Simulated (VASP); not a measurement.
# H21O10F in VASP: a series of runs

Runs on H21O10F. Level: PBEsol. Tasks: single point.

All numbers are computed with VASP 6.6.1; they aren't measurements. Logs are shortened: lines on timing, memory, paths and dates and some standing lists are left out, and cuts for length are marked.

### 1 The cell of the first run

The cell holds a disordered packing, 32 atoms: a = 6.938 Å, b = 6.938 Å, c = 6.938 Å, α = 90.00°, β = 90.00°, γ = 90.00°.

### 2 Single point, PBEsol

Contents of INCAR:

```
SYSTEM = H21O10F
  ALGO = Normal
  EDIFF = 1E-6
  ENCUT = 520
  GGA = PS
  GGA_COMPAT = .FALSE.
  ISIF = 2
  ISMEAR = -1
  LASPH = .TRUE.
  LCHARG = .TRUE.
  LELF = .TRUE.
  LREAL = Auto
  LVHAR = .TRUE.
  LWAVE = .FALSE.
  NBANDS = 66
  NELM = 120
  PREC = Accurate
  SIGMA = 0.05
```

Contents of KPOINTS:

```
k-points
0
G
  1 1 1
  0 0 0
```

Contents of POSCAR:

```
H21O10F
1.0
    6.9382320000      0.0000000000      0.0000000000
    0.0000000000      6.9382320000      0.0000000000
    0.0000000000      0.0000000000      6.9382320000
O H F
10 21 1
Direct
    0.3227046890      0.4520171709      0.8058392974
    0.8843030905      1.0822641849      0.7900715917
    0.2429725613      0.8743581938      0.0351098090
    0.1591039331      0.1324833185      0.3002494007
    0.5706352858      0.1171191739      0.3451023258
    0.9372560618      0.4408327655      0.1575329277
    0.5735322774      0.7462708079      0.4407751139
    0.1985952617      0.8610550930      0.6547489332
    0.3032472826      0.5634720776      0.2915151872
    0.5019146088      0.1539873559      0.9580106286
    0.3991074383      0.5916060460      0.8163607098
    0.3528276368      0.4570760966      0.6690609366
    0.8795756614      1.1421641709      0.6588854336
    0.7982148766      0.9668601454      0.7703691661
    0.3485470074      0.9805812201      0.0411199856
    0.1925994980      0.8879927912     -0.1122332029
    0.0659389885      0.2312981174      0.2870327772
    0.1216880612      0.0448961637      0.1947614320
    0.4330209771      0.1291683530      0.3623113208
    0.5855526307      0.1589309784      0.2086554615
    0.8501733583      0.5475602430      0.2153286313
    0.9615129618      0.4786666113      0.0192844517
    0.4814482998      0.6602978972      0.3846080673
    0.5854517404      0.8799215708      0.4003613601
    0.2220162139      0.9702471754      0.5724368975
    0.2503087242      0.7697205859      0.5695543187
    0.2996008205      0.6642326172      0.1599254680
    0.1789504877      0.4715754676      0.2811090779
    0.4447818983      0.2690310730      0.8963810954
    0.6248133530      0.1615973637      0.8943488774
    0.6030642965      0.7107718508      0.6026030839
    0.6392262467      0.6683691177      0.7542987897
```

Potentials or basis: VASP PAW PBE potentials, release 64 (O, H, F).

On the command line:

```console
$ cat potpaw_PBE.64/O/POTCAR potpaw_PBE.64/H/POTCAR potpaw_PBE.64/F/POTCAR > POTCAR
$ mpirun -np 1 vasp_gam > vasp.out
```

OUTCAR:

```text
SYSTEM = H21O10F
   EDIFF = 1E-6
   ENCUT = 520
   GGA = PS
   ISIF = 2
   ISMEAR = -1
   LASPH = .TRUE.
   LREAL = Auto
   NELM = 120
   PREC = Accurate

 ion  position               nearest neighbor table
   1  0.323  0.452  0.806-  12 0.97  11 1.11
   2  0.884  0.082  0.790-  13 1.00  14 1.01
   3  0.243  0.874  0.035-  15 1.04  16 1.08
   4  0.159  0.132  0.300-  17 0.95  18 0.99
   5  0.571  0.117  0.345-  19 0.97  20 1.00
   6  0.937  0.441  0.158-  22 1.01  21 1.04
   7  0.574  0.746  0.441-  23 0.96  24 0.97  31 1.17
   8  0.199  0.861  0.655-  26 0.94  25 0.96
   9  0.303  0.563  0.292-  28 1.07  27 1.15
  10  0.502  0.154  0.958-  30 0.96  29 0.99
  11  0.399  0.592  0.816-   1 1.11
  12  0.353  0.457  0.669-   1 0.97
  13  0.880  0.142  0.659-   2 1.00
  14  0.798  0.967  0.770-   2 1.01
  15  0.349  0.981  0.041-   3 1.04
  16  0.193  0.888  0.888-   3 1.08
[... 12 lines left out ...]
  29  0.445  0.269  0.896-  10 0.99
  30  0.625  0.162  0.894-  10 0.96
  31  0.603  0.711  0.603-  32 1.12   7 1.17
  32  0.639  0.668  0.754-  31 1.12

  LATTYP: Found a simple cubic cell.
 ALAT       =     6.9382320000

  Lattice vectors:

 A1 = (   6.9382320000,   0.0000000000,   0.0000000000)
 A2 = (   0.0000000000,   6.9382320000,   0.0000000000)
 A3 = (   0.0000000000,   0.0000000000,   6.9382320000)

Analysis of symmetry for initial positions (statically):
=====================================================================
 Subroutine PRICEL returns:
 Original cell was already a primitive cell.

 Routine SETGRP: Setting up the symmetry group for a
 simple cubic supercell.

 Subroutine GETGRP returns: Found  1 space group operations
 (whereof  1 operations were pure point group operations)
 out of a pool of 48 trial point group operations.

The static configuration has the point symmetry C_1 .

Analysis of symmetry for dynamics (positions and initial velocities):
=====================================================================
 Subroutine PRICEL returns:
 Original cell was already a primitive cell.

 Routine SETGRP: Setting up the symmetry group for a
 simple cubic supercell.

 Subroutine GETGRP returns: Found  1 space group operations
 (whereof  1 operations were pure point group operations)
 out of a pool of 48 trial point group operations.

The dynamic configuration has the point symmetry C_1 .

 Subroutine INISYM returns: Found  1 space group operations
 (whereof  1 operations are pure point group operations),
 and found     1 'primitive' translations

----------------------------------------------------------------------------------------

                                     Primitive cell

  volume of cell :     334.0000

  direct lattice vectors                    reciprocal lattice vectors
     6.938232000  0.000000000  0.000000000     0.144128937  0.000000000  0.000000000
     0.000000000  6.938232000  0.000000000     0.000000000  0.144128937  0.000000000
     0.000000000  0.000000000  6.938232000     0.000000000  0.000000000  0.144128937

  length of vectors
     6.938232000  6.938232000  6.938232000     0.144128937  0.144128937  0.144128937

  position of ions in fractional coordinates (direct lattice)
     0.322704689  0.452017171  0.805839297
     0.884303090  0.082264185  0.790071592
     0.242972561  0.874358194  0.035109809
     0.159103933  0.132483319  0.300249401
     0.570635286  0.117119174  0.345102326
     0.937256062  0.440832765  0.157532928
[... 24 lines left out ...]
     0.603064297  0.710771851  0.602603084
     0.639226247  0.668369118  0.754298790

  ion indices of the primitive-cell ions
   primitive index   ion index
                 1           1
                 2           2
                 3           3
                 4           4
                 5           5
                 6           6
[... 24 lines left out ...]
                31          31
                32          32

----------------------------------------------------------------------------------------

 KPOINTS: k-points

Automatic generation of k-mesh.
 Grid dimensions read from file:
 generate k-points for:    1    1    1

 Generating k-lattice:

  Cartesian coordinates                     Fractional coordinates (reciprocal lattice)
     0.144128937  0.000000000  0.000000000     1.000000000  0.000000000  0.000000000
     0.000000000  0.144128937  0.000000000     0.000000000  1.000000000  0.000000000
     0.000000000  0.000000000  0.144128937     0.000000000  0.000000000  1.000000000

  Length of vectors
     0.144128937  0.144128937  0.144128937

  Shift w.r.t. Gamma in fractional coordinates (k-lattice)
     0.000000000  0.000000000  0.000000000

 Subroutine IBZKPT returns following result:
 ===========================================

 Found      1 irreducible k-points:

 Following reciprocal coordinates:
            Coordinates               Weight
  0.000000  0.000000  0.000000      1.000000
   k-points           NKPTS =      1   k-points in BZ     NKDIM =      1   number of bands    NBANDS=     66
   number of dos      NEDOS =    301   number of ions     NIONS =     32
   total plane-waves  NPLWV = 157464
   dimension x,y,z NGX =    54 NGY =   54 NGZ =   54
   dimension x,y,z NGXF=   108 NGYF=  108 NGZF=  108
   ions per type =              10  21   1
   NGX,Y,Z   is equivalent  to a cutoff of  12.94, 12.94, 12.94 a.u.
   NGXF,Y,Z  is equivalent  to a cutoff of  25.88, 25.88, 25.88 a.u.
 SYSTEM =  H21O10F
   PREC   = accura    normal or accurate (medium, high low for compatibility)
   ISTART =      0    job   : 0-new  1-cont  2-samecut
   ICHARG =      2    charge: 1-file 2-atom 10-const
   ISPIN  =      1    spin polarized calculation?
   LNONCOLLINEAR =      F non collinear calculations
   LSORBIT =      F    spin-orbit coupling
   LASPH  =      T    aspherical Exc in radial PAW
   ENCUT  =  520.0 eV  38.22 Ry    6.18 a.u.  12.90 12.90 12.90*2*pi/ulx,y,z
   NELM   =    120;   NELMIN=  2; NELMDL= -5     # of ELM steps
   EDIFF  = 0.1E-05   stopping-criterion for ELM
   LREAL  =      T    real-space projection
   EDIFFG = 0.1E-04   stopping-criterion for IOM
   NSW    =      0    number of steps for IOM
   IBRION =     -1    ionic relax: 0-MD 1-quasi-New 2-CG
   NFREE  =      0    steps in history (QN), initial steepest desc. (CG)
   ISIF   =      2    stress and relaxation
   ISYM   =      2    0-nonsym 1-usesym 2-fastsym
   POTIM  = 0.5000    time-step for ionic-motion
   TEBEG  =    0.0;   TEEND  =   0.0 temperature during run
   PSTRESS=    0.0 pullay stress
   NELECT =      88.0000    total number of electrons
   NUPDOWN=      -1.0000    fix difference up-down
   EMIN   =  10.00;   EMAX   =-10.00  energy-range for DOS
   EFERMI =   0.00;   METHOD = LEGACY
   ISMEAR =    -1;   SIGMA  =   0.05  broadening in eV -4-tet -1-fermi 0-gaus
   EFERMI_NEDOS =   21; number of points for ismear=-14 and -15
   IALGO  =     38    algorithm
   IMIX   =      4    mixing-type and parameters
     AMIX     =   0.40;   BMIX     =  1.00
     AMIX_MAG =   1.60;   BMIX_MAG =  1.00
  volume/ion in A,a.u.               =      10.44        70.44
  Fermi-wavevector in a.u.,A,eV,Ry     =   1.049511  1.983288 14.986448  1.101473
  Thomas-Fermi vector in A             =   2.184476
   LORBIT       =      0    0 simple, 1 ext, 2 COOP (PROOUT), +10 PAW based schemes
   GGA     = PS    functional components
   LHFCALC =     F    Hartree Fock is set to
   AEXX    =    0.0000 exact exchange contribution
   IVDW    =     0    specifies the selected vdW correction
   LEPSILON=     F    determine dielectric tensor
   LRPA    =     F    only Hartree local field effects (RPA)
 non-spin polarized calculation
  energy-cutoff  :      520.00
  volume of cell :      334.00
 maximum number of plane-waves:      4523
 NGX is ok and might be reduce to    50
   NGX = 25   NGY = 25   NGZ = 25

 number of electron      87.9999996 magnetization

 Free energy of the ion-electron system (eV)
  ---------------------------------------------------
  ext. energy  EPLUGINS =         0.00000000
  ---------------------------------------------------
  free energy    TOTEN  =      -154.24533684 eV

  energy without entropy =     -154.24533684  energy(sigma->0) =     -154.24533684

 E-fermi :  -2.5217     XC(G=0):  -6.7170

 val. band max:       -3.7595284270   @ k =   0.0000   0.0000   0.0000
 cond. band min:       0.7179383719   @ k =   0.0000   0.0000   0.0000
 fundamental gap:      4.4774667989
 Fermi energy:        -2.5216798492

 k-point     1 :       0.0000    0.0000    0.0000
  band No.  band energies     occupation
      1     -24.5914      2.00000
      2     -23.2110      2.00000
      3     -22.8473      2.00000
      4     -22.4841      2.00000
      5     -22.3695      2.00000
      6     -22.1728      2.00000
[... 48 lines left out ...]
     55       5.7994      0.00000
     56       6.0186      0.00000
 [bands above 56 left out]

------------------------ aborting loop because EDIFF is reached ----------------------------------------

  FORCE on cell =-STRESS in cart. coord.  units (eV):
  Direction    XX          YY          ZZ          XY          YZ          ZX
  --------------------------------------------------------------------------------------
  -------------------------------------------------------------------------------------
  Total       -1.1759344     -2.5092284     -3.5695089     -4.3436861      4.2899037     -0.1555299
  in kB       -5.6408847    -12.0366137    -17.1227139    -20.8363942     20.5784030     -0.7460675
  external PRESSURE =     -11.6000708 kB  Pullay stress =       0.0000000 kB

 VOLUME and BASIS-vectors are now :
 -----------------------------------------------------------------------------
  energy-cutoff  :      520.00
  volume of cell :      334.00
      direct lattice vectors                 reciprocal lattice vectors
     6.938232000  0.000000000  0.000000000     0.144128937  0.000000000  0.000000000
     0.000000000  6.938232000  0.000000000     0.000000000  0.144128937  0.000000000
     0.000000000  0.000000000  6.938232000     0.000000000  0.000000000  0.144128937

 POSITION                                       TOTAL-FORCE (eV/Angst)
 -----------------------------------------------------------------------------------
      2.23900      3.13620      5.59110         1.514223      3.359070     -0.181962
      6.13550      0.57077      5.48170        -1.380663     -0.256742     -1.158367
      1.68580      6.06650      0.24360         0.079650      0.955585     -1.567335
      1.10390      0.91920      2.08320         0.778285     -1.054696      0.669907
      3.95920      0.81260      2.39440         0.935848     -0.388095      0.052463
      6.50290      3.05860      1.09300        -1.054987      1.815195     -0.012468
[... 24 lines left out ...]
      4.18420      4.93150      4.18100         0.482145     -0.117775      0.592309
      4.43510      4.63730      5.23350        -0.173939      0.181006      0.473584
 -----------------------------------------------------------------------------------
    total drift:                                0.007305     -0.000139      0.008128

  FREE ENERGIE OF THE ION-ELECTRON SYSTEM (eV)
  ---------------------------------------------------
  free  energy   TOTEN  =      -154.2453368439 eV

  energy  without entropy=     -154.2453368438  energy(sigma->0) =     -154.24533684
```

Wall time 69 s (1 thread of AMD EPYC 7R43 (Zen 3), shared host); peak memory 0.33 GiB.

Results:

| Quantity | Value |
| --- | --- |
| Free energy | -154.2453 eV |
| Pressure | -1.2 GPa |
| Largest force | 3.689 eV/Å |
| Band gap on the k mesh | 4.48 eV |

Forces in eV/Å, atoms in the order of the input:
```
O    1.514  3.359 -0.182
O   -1.381 -0.257 -1.158
O    0.080  0.956 -1.567
O    0.778 -1.055  0.670
O    0.936 -0.388  0.052
O   -1.055  1.815 -0.012
O    2.097 -0.005  1.015
O   -0.624  0.996  0.865
O   -1.928  0.474 -2.527
O   -0.145  0.047  0.482
H   -0.915 -2.568  0.846
H   -0.380 -1.016 -0.726
H    0.157 -0.374  0.940
H    0.868  0.507  0.258
H   -0.836 -1.200 -0.598
H    1.125 -0.572  2.069
H   -1.244  1.458 -0.096
H    0.548 -0.649 -0.210
H   -1.019  0.329 -0.039
H   -0.128 -0.140  0.037
H    1.328 -1.629 -1.035
H   -0.237 -0.313  1.263
H   -1.900 -1.108 -1.337
H   -0.263  1.585 -0.856
H   -0.461  1.382 -0.179
H    0.660 -2.342 -1.064
H   -0.637 -1.638  2.512
H    2.309  2.148 -0.358
H   -1.120  0.791  0.150
H    1.564 -0.657 -0.279
H    0.482 -0.118  0.592
F   -0.174  0.181  0.474
```

Stress tensor (GPa, compression positive):
```
-0.56 -2.08 -0.07
-2.08 -1.20  2.06
-0.07  2.06 -1.71
```

Caveat: the k points lie up to 0.91 Å⁻¹ apart; the PAW data sets were made with another functional, which shifts forces and pressure a little.

(Continued in part 2 of 3.)
